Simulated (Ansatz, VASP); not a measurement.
## Two plane-wave programs on Sr3Zn

```xyz
4
Lattice="5.4799 0.0000 0.0000 0.0000 5.4799 0.0000 0.0000 0.0000 5.4799" Properties=species:S:1:pos:R:3 pbc="T T T"
Sr    2.7400    0.0000    2.7400
Sr    2.7400    2.7400    0.0000
Sr    0.0000    2.7400    2.7400
Zn    0.0000    0.0000    0.0000
```

Alike in both runs: task single point; functional PBE; k mesh 4 × 4 × 4; no spin polarisation.

```csv
,VASP,Ansatz
version,VASP 6.6.1,Ansatz 0.2.0
potentials or method,"VASP PAW PBE potentials, release 64 (Sr_sv, Zn), cutoff 520 eV","plane waves, PAW"
occupations,"methfessel-paxton of order 1, width 0.1 eV",methfessel-paxton of order 1
valence electrons in the cell,42,42
```

```csv
,VASP,Ansatz,Ansatz less VASP
pressure (GPa),0.0,-0.1,-0.03
```
